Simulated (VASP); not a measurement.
# SiO2 (P4_2/mnm) in VASP: a series of runs

The runs below take SiO2 through single point, with LDA.

All numbers are computed with VASP 6.6.1; they aren't measurements. Logs are shortened: lines on timing, memory, paths and dates and some standing lists are left out, and cuts for length are marked.

## (1) The cell of the first run

It takes space group P4_2/mnm (No. 136, tetragonal). Conventional cell: a = 4.408 Å, b = 4.408 Å, c = 2.441 Å, α = 90.00°, β = 90.00°, γ = 90.00°. Within 2.3 Å of Si (site symmetry mmm) lie 6 O at 1.72 to 1.90 Å. Within 2.3 Å of O (site symmetry m2m) lie 3 Si at 1.72 to 1.90 Å.

## (2) Single point, LDA (volume 7.903 Å^3 an atom, c/a of the conventional cell 0.5537)

File INCAR:

```
PREC = Accurate
ENCUT = 520
EDIFF = 1E-6
ISMEAR = 0
SIGMA = 0.05
LREAL = F
LASPH = T
NELM = 80
ALGO = Normal
ISIF = 2
LWAVE = F
LCHARG = F
NBANDS = 25
```

File KPOINTS:

```
Automatic mesh
0
Gamma
  6 6 10
```

File POSCAR:

```
SiO2
1.0
    4.4078103764      0.0000000000      0.0000000000
    0.0000000000      4.4078103764      0.0000000000
    0.0000000000      0.0000000000      2.4406046054
Si O
2 4
Direct
    0.5000000000      0.5000000000      0.5000000000
    0.0000000000      0.0000000000      0.0000000000
    0.6944252994      0.6944252994      0.0000000000
    0.1944252994      0.8055747006      0.5000000000
    0.3055747006      0.3055747006      0.0000000000
    0.8055747006      0.1944252994      0.5000000000
```

Potentials or basis: VASP PAW LDA potentials, release 64 (Si, O).

Started as:

```console
cat potpaw_LDA.64/Si/POTCAR potpaw_LDA.64/O/POTCAR > POTCAR
mpirun -np 1 vasp_std > vasp.out
```

OUTCAR:

```text
PREC = Accurate
   ENCUT = 520
   EDIFF = 1E-6
   ISMEAR = 0
   LREAL = F
   LASPH = T
   NELM = 80
   ISIF = 2

 ion  position               nearest neighbor table
   1  0.500  0.500  0.500-   3 1.72   5 1.72   3 1.72   5 1.72   4 1.90   6 1.90
   2  0.000  0.000  0.000-   4 1.72   6 1.72   4 1.72   6 1.72   5 1.90   3 1.90
   3  0.694  0.694  0.000-   1 1.72   1 1.72   2 1.90
   4  0.194  0.806  0.500-   2 1.72   2 1.72   1 1.90
   5  0.306  0.306  0.000-   1 1.72   1 1.72   2 1.90
   6  0.806  0.194  0.500-   2 1.72   2 1.72   1 1.90

  LATTYP: Found a simple tetragonal cell.
 ALAT       =     4.4078103764
 C/A-ratio  =     0.5537000000

  Lattice vectors:

 A1 = (   4.4078103764,   0.0000000000,   0.0000000000)
 A2 = (   0.0000000000,   4.4078103764,   0.0000000000)
 A3 = (   0.0000000000,   0.0000000000,   2.4406046054)

Analysis of symmetry for initial positions (statically):
=====================================================================
 Subroutine PRICEL returns:
 Original cell was already a primitive cell.

 Routine SETGRP: Setting up the symmetry group for a
 simple tetragonal supercell.

 Subroutine GETGRP returns: Found 16 space group operations
 (whereof  8 operations were pure point group operations)
 out of a pool of 16 trial point group operations.

The static configuration has the point symmetry D_2h.
 The point group associated with its full space group is D_4h.

Analysis of symmetry for dynamics (positions and initial velocities):
=====================================================================
 Subroutine PRICEL returns:
 Original cell was already a primitive cell.

 Routine SETGRP: Setting up the symmetry group for a
 simple tetragonal supercell.

 Subroutine GETGRP returns: Found 16 space group operations
 (whereof  8 operations were pure point group operations)
 out of a pool of 16 trial point group operations.

The dynamic configuration has the point symmetry D_2h.
 The point group associated with its full space group is D_4h.

 Subroutine INISYM returns: Found 16 space group operations
 (whereof  8 operations are pure point group operations),
 and found     1 'primitive' translations

----------------------------------------------------------------------------------------

                                     Primitive cell

  volume of cell :      47.4180

  direct lattice vectors                    reciprocal lattice vectors
[... 92 lines left out ...]
   LASPH  =      T    aspherical Exc in radial PAW
   ENCUT  =  520.0 eV  38.22 Ry    6.18 a.u.   8.20  8.20  4.54*2*pi/ulx,y,z
   NELM   =     80;   NELMIN=  2; NELMDL= -5     # of ELM steps
   EDIFF  = 0.1E-05   stopping-criterion for ELM
   LREAL  =      F    real-space projection
   EDIFFG = 0.1E-04   stopping-criterion for IOM
   NSW    =      0    number of steps for IOM
   IBRION =     -1    ionic relax: 0-MD 1-quasi-New 2-CG
   NFREE  =      0    steps in history (QN), initial steepest desc. (CG)
   ISIF   =      2    stress and relaxation
   ISYM   =      2    0-nonsym 1-usesym 2-fastsym
   POTIM  = 0.5000    time-step for ionic-motion
   TEBEG  =    0.0;   TEEND  =   0.0 temperature during run
   PSTRESS=    0.0 pullay stress
   NELECT =      32.0000    total number of electrons
   NUPDOWN=      -1.0000    fix difference up-down
   EMIN   =  10.00;   EMAX   =-10.00  energy-range for DOS
   EFERMI =   0.00;   METHOD = LEGACY
   ISMEAR =     0;   SIGMA  =   0.05  broadening in eV -4-tet -1-fermi 0-gaus
   EFERMI_NEDOS =   21; number of points for ismear=-14 and -15
   IALGO  =     38    algorithm
   IMIX   =      4    mixing-type and parameters
     AMIX     =   0.40;   BMIX     =  1.00
     AMIX_MAG =   1.60;   BMIX_MAG =  1.00
  volume/ion in A,a.u.               =       7.90        53.33
  Fermi-wavevector in a.u.,A,eV,Ry     =   1.435965  2.713580 28.055138  2.061994
  Thomas-Fermi vector in A             =   2.555205
   LORBIT       =      0    0 simple, 1 ext, 2 COOP (PROOUT), +10 PAW based schemes
   GGA     = CA    functional components
   LHFCALC =     F    Hartree Fock is set to
   AEXX    =    0.0000 exact exchange contribution
   IVDW    =     0    specifies the selected vdW correction
   LEPSILON=     F    determine dielectric tensor
   LRPA    =     F    only Hartree local field effects (RPA)
 non-spin polarized calculation
 Gauss-broadening in eV      SIGMA  =   0.05
  energy-cutoff  :      520.00
  volume of cell :       47.42
 maximum number of plane-waves:      1296
 NGX is ok and might be reduce to    36
   NGX = 17   NGY = 17   NGZ =  9

 number of electron      31.9999957 magnetization

 Free energy of the ion-electron system (eV)
  ---------------------------------------------------
  ext. energy  EPLUGINS =         0.00000000
  ---------------------------------------------------
  free energy    TOTEN  =       -50.89667351 eV

  energy without entropy =      -50.89667351  energy(sigma->0) =      -50.89667351

 E-fermi :   7.7461     XC(G=0): -12.5921

 val. band max:        7.4546122566   @ k =   0.0000   0.0000   0.0000
 cond. band min:      12.8010837337   @ k =   0.0000   0.0000   0.0000
 fundamental gap:      5.3464714771
 Fermi energy:         7.7461328678

 k-point     1 :       0.0000    0.0000    0.0000
  band No.  band energies     occupation
      1     -14.6978      2.00000
      2     -11.4171      2.00000
      3     -11.3734      2.00000
      4     -11.3734      2.00000
      5      -3.2322      2.00000
      6       0.5711      2.00000
[... 661 lines left out ...]
     24      21.5143      0.00000
     25      21.8618      0.00000

 [... further k-points ...]
[... 5 lines left out ...]
  --------------------------------------------------------------------------------------
  -------------------------------------------------------------------------------------
  Total       -7.1194456     -7.1194456     15.9400993     -0.0000000      0.0000000      0.0000000
  in kB     -240.5545220   -240.5545220    538.5901093     -0.0000000      0.0000000      0.0000000
  external PRESSURE =      19.1603551 kB  Pullay stress =       0.0000000 kB

 VOLUME and BASIS-vectors are now :
 -----------------------------------------------------------------------------
  energy-cutoff  :      520.00
  volume of cell :       47.42
      direct lattice vectors                 reciprocal lattice vectors
     4.407810376  0.000000000  0.000000000     0.226870014  0.000000000  0.000000000
     0.000000000  4.407810376  0.000000000     0.000000000  0.226870014  0.000000000
     0.000000000  0.000000000  2.440604605     0.000000000  0.000000000  0.409734538

 POSITION                                       TOTAL-FORCE (eV/Angst)
 -----------------------------------------------------------------------------------
      2.20391      2.20391      1.22030        -0.000000      0.000000     -0.000000
      0.00000      0.00000      0.00000        -0.000000      0.000000     -0.000000
      3.06090      3.06090      0.00000        -0.841953     -0.841953      0.000000
      0.85699      3.55082      1.22030        -0.841953      0.841953     -0.000000
      1.34692      1.34692      0.00000         0.841953      0.841953     -0.000000
      3.55082      0.85699      1.22030         0.841953     -0.841953      0.000000
 -----------------------------------------------------------------------------------
    total drift:                                0.000000     -0.000000     -0.000000

  FREE ENERGIE OF THE ION-ELECTRON SYSTEM (eV)
  ---------------------------------------------------
  free  energy   TOTEN  =       -50.8966735079 eV

  energy  without entropy=      -50.8966735079  energy(sigma->0) =      -50.89667351
```

OSZICAR:

```text
N       E                     dE             d eps       ncg     rms          rms(c)
DAV:   1     0.131205306221E+03    0.13121E+03   -0.17590E+04  3024   0.123E+03
DAV:   2    -0.489197550224E+02   -0.18013E+03   -0.17205E+03  3820   0.278E+02
DAV:   3    -0.557279223912E+02   -0.68082E+01   -0.67770E+01  4021   0.520E+01
DAV:   4    -0.557735731228E+02   -0.45651E-01   -0.45636E-01  3504   0.494E+00
DAV:   5    -0.557739553353E+02   -0.38221E-03   -0.38216E-03  3985   0.431E-01    0.182E+01
DAV:   6    -0.509953752419E+02    0.47786E+01   -0.12944E+01  3790   0.243E+01    0.876E+00
DAV:   7    -0.509386852371E+02    0.56690E-01   -0.71527E-01  3759   0.500E+00    0.310E+00
DAV:   8    -0.509025348881E+02    0.36150E-01   -0.33287E-02  3649   0.153E+00    0.102E+00
DAV:   9    -0.508966837129E+02    0.58512E-02   -0.63403E-03  3826   0.620E-01    0.206E-01
DAV:  10    -0.508966736633E+02    0.10050E-04   -0.38483E-04  3808   0.143E-01    0.671E-02
DAV:  11    -0.508966739352E+02   -0.27181E-06   -0.27688E-05  3875   0.369E-02    0.314E-02
DAV:  12    -0.508966735079E+02    0.42728E-06   -0.18390E-06  2848   0.106E-02
   1 F= -.50896674E+02 E0= -.50896674E+02  d E =-.135155E-18
```

stdout:

```text
POSCAR found type information on POSCAR SiO
 POSCAR found :  2 types and       6 ions
 scaLAPACK will be used
 LDA part: xc-table for (Slater(with rela. corr.)+CA(PZ))
 , standard interpolation
 POSCAR, INCAR and KPOINTS ok, starting setup
 FFT: planning ... GRIDC
 FFT: planning ... GRID_SOFT
 FFT: planning ... GRID
 WAVECAR not read
 entering main loop
```

Run time: 29 s. Hardware: 1 thread of AMD EPYC 9R45 (Zen 5), shared host; peak memory 0.14 GiB.

Results:

```yaml
Free_energy: -50.8967 eV
Pressure: 1.9 GPa
Largest_force: 1.191 eV/Å
Band_gap_on_the_k_mesh: 5.35 eV, direct
```

Forces on the atoms (eV/Å):
```
Si   0.000  0.000  0.000
Si   0.000  0.000  0.000
O   -0.842 -0.842  0.000
O   -0.842  0.842  0.000
O    0.842  0.842  0.000
O    0.842 -0.842  0.000
```

Levels at points of the mesh, in eV from the valence-band top:
| k point | band 14 | band 15 | band 16 | band 17 | band 18 | band 19 |
| --- | --- | --- | --- | --- | --- | --- |
| (0.00, 0.00, 0.00) | -0.96 | -0.96 | 0.00 | 5.35 | 9.04 | 9.74 |
| (0.50, 0.00, 0.00) | -1.63 | -1.17 | -1.17 | 7.80 | 7.80 | 10.28 |
| (0.50, 0.50, 0.00) | -2.31 | -2.01 | -2.01 | 8.12 | 8.12 | 10.63 |
| (0.00, 0.00, 0.50) | -2.43 | -2.41 | -2.41 | 8.48 | 8.48 | 11.35 |
| (0.50, 0.00, 0.50) | -2.27 | -1.51 | -1.51 | 8.20 | 8.20 | 8.48 |
| (0.50, 0.50, 0.50) | -1.82 | -1.32 | -1.32 | 6.43 | 6.43 | 10.32 |

Caveat: forces of over 1 eV/Å act on the atoms, so gaps and moduli don't describe the material at rest.

## (3) Single point, LDA (volume 8.148 Å^3 an atom, c/a of the conventional cell 0.5742)

File INCAR:

```
ALGO = Normal
EDIFF = 1E-6
ENCUT = 520
GGA = CA
ISIF = 2
ISMEAR = 0
LASPH = T
LCHARG = F
LREAL = F
LWAVE = F
NBANDS = 25
NELM = 80
PREC = Accurate
SIGMA = 0.05
```

File KPOINTS:

```
k-points
0
Gamma
  6 6 10
```

POSCAR, as its differences from that of step 2:

```diff
@@ -2,5 +2,5 @@
 1.0
-    4.4078103764      0.0000000000      0.0000000000
-    0.0000000000      4.4078103764      0.0000000000
-    0.0000000000      0.0000000000      2.4406046054
+    4.3992606511      0.0000000000      0.0000000000
+    0.0000000000      4.3992606511      0.0000000000
+    0.0000000000      0.0000000000      2.5260554659
 Si O
```

Potentials or basis: VASP PAW LDA potentials, release 64 (Si, O).

Started as:

```console
cat potpaw_LDA.64/Si/POTCAR potpaw_LDA.64/O/POTCAR > POTCAR
mpirun -np 1 vasp_std > vasp.out
```

Run time: 32 s. Hardware: 1 thread of AMD EPYC 9R45 (Zen 5), shared host; peak memory 0.14 GiB.

Results (log left out):

```yaml
Free_energy: -51.3201 eV
Pressure: -10.7 GPa
Largest_force: 1.214 eV/Å
Band_gap_on_the_k_mesh: 4.92 eV, direct
```

Forces on the atoms (eV/Å):
```
Si   0.000  0.000  0.000
Si   0.000  0.000  0.000
O   -0.859 -0.859  0.000
O   -0.859  0.859  0.000
O    0.859  0.859  0.000
O    0.859 -0.859  0.000
```

Stress tensor (GPa, compression positive):
```
-27.34   0.00   0.00
  0.00 -27.34   0.00
  0.00   0.00  22.59
```

Levels at points of the mesh, in eV from the valence-band top:
```csv
k point,band 14,band 15,band 16,band 17,band 18,band 19
"(0.00, 0.00, 0.00)",-0.94,-0.94,0.00,4.92,8.11,9.16
"(0.50, 0.00, 0.00)",-1.96,-1.12,-1.12,7.45,7.45,9.88
"(0.50, 0.50, 0.00)",-2.35,-2.35,-2.35,7.54,7.54,10.49
"(0.00, 0.00, 0.50)",-2.50,-2.44,-2.44,8.09,8.09,11.19
"(0.50, 0.00, 0.50)",-2.25,-1.56,-1.56,7.88,7.88,8.38
"(0.50, 0.50, 0.50)",-1.79,-1.37,-1.37,6.15,6.15,10.11
```

Caveat: forces of over 1 eV/Å act on the atoms, so gaps and moduli don't describe the material at rest. A k mesh can miss the band edges.

(Part 1 of 2 ends here.)
